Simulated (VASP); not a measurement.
Runs of VASP 6.6.1 on Zr2Si3. The structure is that of space group P-6m2 (No. 187), or close to it. The cells are those of the table. 

```csv
task,spin,cell,k mesh,cutoff (eV),gap on the mesh (eV),pressure (GPa),largest force (eV/Å)
single point,off,"a = 4.502, b = 4.502, c = 5.240 Å, angles 90.0, 90.0, 120.0°, 5 atoms",12 × 12 × 8,520,none,(a),-
relaxation of cell and atoms,off,"relaxed from a = 4.128, b = 4.128, c = 5.069 Å, angles 90.0, 90.0, 120.0°, 5 atoms",6 × 6 × 4,600,none,0.1,-
single point,off,"a = 4.128, b = 4.128, c = 5.069 Å, angles 90.0, 90.0, 120.0°, 5 atoms",6 × 6 × 4,520,none,33.9,0.12
single point,off,"a = 4.493, b = 4.493, c = 5.257 Å, angles 90.0, 90.0, 120.0°, 5 atoms",6 × 6 × 4,520,none,0.1,0.04
single point,"collinear, ferromagnetic start","a = 4.493, b = 4.493, c = 5.257 Å, angles 90.0, 90.0, 120.0°, 5 atoms",6 × 6 × 4,520,none,0.1,0.04
```

Alike in all rows: level PBE; potentials or basis VASP PAW PBE potentials, release 64 (Zr_sv, Si); smearing gaussian 0.1 eV.

Question: Fill in the values left out.

Answer: (a) 0.0.

A k mesh can miss the band edges, and the runs leave out spin-orbit coupling on Zr.

A gap of «none» marks levels without a gap at the run's occupations.
